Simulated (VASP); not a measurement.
# SnSe in VASP: single point with r2SCAN

Aim: the single point of SnSe with r2SCAN.

Everything below comes from runs of VASP 6.6.1. Logs are shortened: lines on timing, memory, paths and dates and some standing lists are left out, and cuts for length are marked.

**1. The cell of the first run**

The cell holds a slab with vacuum, 4 atoms: a = 4.285 Å, b = 4.285 Å, c = 10.991 Å, α = 90.00°, β = 90.00°, γ = 90.00°.

**2. Single point, r2SCAN**

File POSCAR:

```
SnSe
1.0
    4.2853270000      0.0000000000      0.0000000000
    0.0000000000      4.2853270000      0.0000000000
    0.0000000000      0.0000000000     10.9906920000
Sn Se
2 2
Direct
    0.5000000000      0.0000000000      0.3722290000
    0.0000000000      0.5000000000      0.6277710000
    0.5000000000      0.0000000000      0.6160390000
    0.0000000000      0.5000000000      0.3839610000
```

File INCAR.step1:

```
  PREC = Accurate
  ENCUT = 520
  ISMEAR = 0
  SIGMA = 0.01
  LREAL = F
  LASPH = T
  NELM = 100
  NBANDS = 28
  GGA = PE
  ALGO = Normal
  EDIFF = 1E-4
  LWAVE = T
  LCHARG = F
```

File INCAR.step2:

```
  PREC = Accurate
  ENCUT = 520
  EDIFF = 1E-6
  ISMEAR = 0
  SIGMA = 0.01
  LREAL = F
  LASPH = T
  NELM = 100
  ALGO = Normal
  ISIF = 2
  LWAVE = F
  LCHARG = T
  METAGGA = R2SCAN
  LMIXTAU = T
  LELF = T
  LVHAR = T
  NBANDS = 28
  ISTART = 1
```

File KPOINTS:

```
regular mesh
0
Gamma
  4 4 2
```

Potentials or basis: VASP PAW PBE potentials, release 64 (Sn_d, Se).

Command:

```bash
$ cat potpaw_PBE.64/Sn_d/POTCAR potpaw_PBE.64/Se/POTCAR > POTCAR
$ cp INCAR.step1 INCAR
$ mpirun -np 1 vasp_std > vasp.out
$ cp INCAR.step2 INCAR
$ mpirun -np 1 vasp_std > vasp.out
```

OUTCAR:

```text
PREC = Accurate
   ENCUT = 520
   EDIFF = 1E-6
   ISMEAR = 0
   LREAL = F
   LASPH = T
   NELM = 100
   ISIF = 2
   METAGGA = R2SCAN
   ISTART = 1

 ion  position               nearest neighbor table
   1  0.500  0.000  0.372-   3 2.68   4 3.03   4 3.03   4 3.03   4 3.03
   2  0.000  0.500  0.628-   4 2.68   3 3.03   3 3.03   3 3.03   3 3.03
   3  0.500  0.000  0.616-   1 2.68   2 3.03   2 3.03   2 3.03   2 3.03
   4  0.000  0.500  0.384-   2 2.68   1 3.03   1 3.03   1 3.03   1 3.03

  LATTYP: Found a simple tetragonal cell.
 ALAT       =     4.2853270000
 C/A-ratio  =     2.5647265658

  Lattice vectors:

 A1 = (   4.2853270000,   0.0000000000,   0.0000000000)
 A2 = (   0.0000000000,   4.2853270000,   0.0000000000)
 A3 = (   0.0000000000,   0.0000000000,  10.9906920000)

Analysis of symmetry for initial positions (statically):
=====================================================================
 Subroutine PRICEL returns:
 Original cell was already a primitive cell.

 Routine SETGRP: Setting up the symmetry group for a
 simple tetragonal supercell.

 Subroutine GETGRP returns: Found 16 space group operations
 (whereof  8 operations were pure point group operations)
 out of a pool of 16 trial point group operations.

The static configuration has the point symmetry D_2d.
 The point group associated with its full space group is D_4h.

Analysis of symmetry for dynamics (positions and initial velocities):
=====================================================================
 Subroutine PRICEL returns:
 Original cell was already a primitive cell.

 Routine SETGRP: Setting up the symmetry group for a
 simple tetragonal supercell.

 Subroutine GETGRP returns: Found 16 space group operations
 (whereof  8 operations were pure point group operations)
 out of a pool of 16 trial point group operations.

The dynamic configuration has the point symmetry D_2d.
 The point group associated with its full space group is D_4h.

 Subroutine INISYM returns: Found 16 space group operations
 (whereof  8 operations are pure point group operations),
 and found     1 'primitive' translations

----------------------------------------------------------------------------------------

                                     Primitive cell

  volume of cell :     201.8334

[... 75 lines left out ...]
   LSORBIT =      F    spin-orbit coupling
   LASPH  =      T    aspherical Exc in radial PAW
   ENCUT  =  520.0 eV  38.22 Ry    6.18 a.u.   7.97  7.97 20.44*2*pi/ulx,y,z
   NELM   =    100;   NELMIN=  2; NELMDL=  0     # of ELM steps
   EDIFF  = 0.1E-05   stopping-criterion for ELM
   LREAL  =      F    real-space projection
   EDIFFG = 0.1E-04   stopping-criterion for IOM
   NSW    =      0    number of steps for IOM
   IBRION =     -1    ionic relax: 0-MD 1-quasi-New 2-CG
   NFREE  =      0    steps in history (QN), initial steepest desc. (CG)
   ISIF   =      2    stress and relaxation
   ISYM   =      2    0-nonsym 1-usesym 2-fastsym
   POTIM  = 0.5000    time-step for ionic-motion
   TEBEG  =    0.0;   TEEND  =   0.0 temperature during run
   PSTRESS=    0.0 pullay stress
   NELECT =      40.0000    total number of electrons
   NUPDOWN=      -1.0000    fix difference up-down
   EMIN   =  10.00;   EMAX   =-10.00  energy-range for DOS
   EFERMI =   0.00;   METHOD = LEGACY
   ISMEAR =     0;   SIGMA  =   0.01  broadening in eV -4-tet -1-fermi 0-gaus
   EFERMI_NEDOS =   21; number of points for ismear=-14 and -15
   IALGO  =     38    algorithm
   IMIX   =      4    mixing-type and parameters
     AMIX     =   0.40;   BMIX     =  1.00
     AMIX_MAG =   1.60;   BMIX_MAG =  1.00
  volume/ion in A,a.u.               =      50.46       340.51
  Fermi-wavevector in a.u.,A,eV,Ry     =   0.954473  1.803693 12.395173  0.911020
  Thomas-Fermi vector in A             =   2.083223
   LORBIT       =      0    0 simple, 1 ext, 2 COOP (PROOUT), +10 PAW based schemes
   METAGGA = R2SCAN    functional components
   LHFCALC =     F    Hartree Fock is set to
   AEXX    =    0.0000 exact exchange contribution
   IVDW    =     0    specifies the selected vdW correction
   LEPSILON=     F    determine dielectric tensor
   LRPA    =     F    only Hartree local field effects (RPA)
 non-spin polarized calculation
 Gauss-broadening in eV      SIGMA  =   0.01
  energy-cutoff  :      520.00
  volume of cell :      201.83
 maximum number of plane-waves:      5480
 NGX is ok and might be reduce to    32
   NGX = 15   NGY = 15   NGZ = 41

 number of electron      40.0000021 magnetization

 Free energy of the ion-electron system (eV)
  ---------------------------------------------------
  ext. energy  EPLUGINS =         0.00000000
  ---------------------------------------------------
  free energy    TOTEN  =       -79.60198899 eV

  energy without entropy =      -79.60198899  energy(sigma->0) =      -79.60198899

 E-fermi :   0.3858     XC(G=0):  -6.2109

 val. band max:        0.3189488957   @ k =   0.5000   0.0000   0.0000
 cond. band min:       2.2297278918   @ k =   0.0000   0.0000   0.5000
 fundamental gap:      1.9107789962
 Fermi energy:         0.3857531721

 k-point     1 :       0.0000    0.0000    0.0000
  band No.  band energies     occupation
      1     -21.3158      2.00000
      2     -21.3117      2.00000
      3     -21.3104      2.00000
      4     -21.3046      2.00000
      5     -21.2920      2.00000
      6     -21.2600      2.00000
[... 361 lines left out ...]
     27       7.4407      0.00000
     28       7.4407      0.00000

------------------------ aborting loop because EDIFF is reached ----------------------------------------

  FORCE on cell =-STRESS in cart. coord.  units (eV):
  Direction    XX          YY          ZZ          XY          YZ          ZX
  --------------------------------------------------------------------------------------
  -------------------------------------------------------------------------------------
  Total       -0.0535501     -0.0535501     -0.2869443      0.0000000      0.0000000     -0.0000000
  in kB       -0.4250870     -0.4250870     -2.2777977      0.0000000      0.0000000     -0.0000000
  external PRESSURE =      -1.0426572 kB  Pullay stress =       0.0000000 kB

 VOLUME and BASIS-vectors are now :
 -----------------------------------------------------------------------------
  energy-cutoff  :      520.00
  volume of cell :      201.83
      direct lattice vectors                 reciprocal lattice vectors
     4.285327000  0.000000000  0.000000000     0.233354421  0.000000000  0.000000000
     0.000000000  4.285327000  0.000000000     0.000000000  0.233354421  0.000000000
     0.000000000  0.000000000 10.990692000     0.000000000  0.000000000  0.090986082

 POSITION                                       TOTAL-FORCE (eV/Angst)
 -----------------------------------------------------------------------------------
      2.14266      0.00000      4.09105         0.000000     -0.000000      0.022443
      0.00000      2.14266      6.89964         0.000000     -0.000000     -0.022443
      2.14266      0.00000      6.77069         0.000000      0.000000     -0.071674
      0.00000      2.14266      4.22000        -0.000000     -0.000000      0.071674
 -----------------------------------------------------------------------------------
    total drift:                                0.000000      0.000000     -0.000000

  FREE ENERGIE OF THE ION-ELECTRON SYSTEM (eV)
  ---------------------------------------------------
  free  energy   TOTEN  =       -79.6019889864 eV

  energy  without entropy=      -79.6019889864  energy(sigma->0) =      -79.60198899
```

It took 3.8 min on 1 thread of Intel Xeon Platinum 8259CL at 2.50GHz (Skylake/Cascade Lake), shared host; peak memory 0.33 GiB.

Results:

* Free energy: -79.6020 eV
* Largest force: 0.072 eV/Å
* Band gap on the k mesh: 1.91 eV (least direct gap 1.97 eV)

Forces in eV/Å, atoms in the order of the input:
```
Sn   0.000  0.000  0.022
Sn   0.000  0.000 -0.022
Se   0.000  0.000 -0.072
Se   0.000  0.000  0.072
```

Caveat: the PAW data sets were made with another functional, which shifts forces and pressure a little; spin-orbit coupling is left out, which moves the levels of the heavy elements.
